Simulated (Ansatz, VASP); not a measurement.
# One calculation of KMgF3, two programs

The input POSCAR:

```
KMgF3
1.0
    4.0196494059      0.0000000000      0.0000000000
    0.0000000000      4.0196494059      0.0000000000
    0.0000000000      0.0000000000      4.0196494059
K Mg F
1 1 3
Direct
    0.0000000000      0.0000000000      0.0000000000
    0.5000000000      0.5000000000      0.5000000000
    0.5000000000      0.5000000000      0.0000000000
    0.5000000000      0.0000000000      0.5000000000
    0.0000000000      0.5000000000      0.5000000000
```

The input INCAR.step1:

```
PREC = Accurate ; ENCUT = 520
ISMEAR = 0 ; SIGMA = 0.01
LREAL = False ; LASPH = True
NELM = 60 ; NBANDS = 24
GGA = PE ; ALGO = Normal
EDIFF = 1E-4 ; LWAVE = True
LCHARG = False
```

The input INCAR.step2:

```
PREC = Accurate ; ENCUT = 520
EDIFF = 1E-7 ; ISMEAR = 0
SIGMA = 0.01 ; LREAL = False
LASPH = True ; NELM = 60
ALGO = Normal ; ISIF = 2
LWAVE = False ; LCHARG = True
METAGGA = R2SCAN ; LMIXTAU = True
LELF = True ; LVHAR = True
NBANDS = 24 ; ISTART = 1
```

Contents of KPOINTS:

```
regular mesh
0
Gamma
  6 6 6
```

Input for Ansatz:

```yaml
crystal:
  lattice:
    - [4.0196494059, 0.0, 0.0]
    - [0.0, 4.0196494059, 0.0]
    - [0.0, 0.0, 4.0196494059]
  atoms:
    - { symbol: K, position: [0.0, 0.0, 0.0] }
    - { symbol: Mg, position: [0.5, 0.5, 0.5] }
    - { symbol: F, position: [0.5, 0.5, 0.0] }
    - { symbol: F, position: [0.5, 0.0, 0.5] }
    - { symbol: F, position: [0.0, 0.5, 0.5] }
kpoints:
  mp_grid: { grid: [6, 6, 6] }
hamiltonian:
  xc: r2scan
scf:
  occupations: { method: fixed }
  n_extra_bands: 5
output:
  forces: true
  stress: true
  eigenvalues: true
```

Alike in both runs: task single point; functional r2SCAN; k mesh 6 × 6 × 6; no spin polarisation.

```csv
,VASP,Ansatz
version,VASP 6.6.1,Ansatz 0.2.0
potentials or method,"VASP PAW PBE potentials, release 64 (K_sv, Mg, F)","plane waves, PAW"
plane-wave cutoff (eV),520,500
occupations,"gaussian, width 0.01 eV",fixed
valence electrons in the cell,32,40
```

VASP gave:

```
gap on the k mesh at the Fermi level (eV) : 8.05
pressure (GPa)                            : -2.7
```

Q: Estimate Ansatz's values.

A: gap on the k mesh at the Fermi level (eV): 8.07; pressure (GPa): -2.1.

VASP's potentials were made for PBE, not for r2SCAN. VASP's potentials hold 32 valence electrons a cell and Ansatz's 40, so a difference there can come from the potentials and not from the codes.
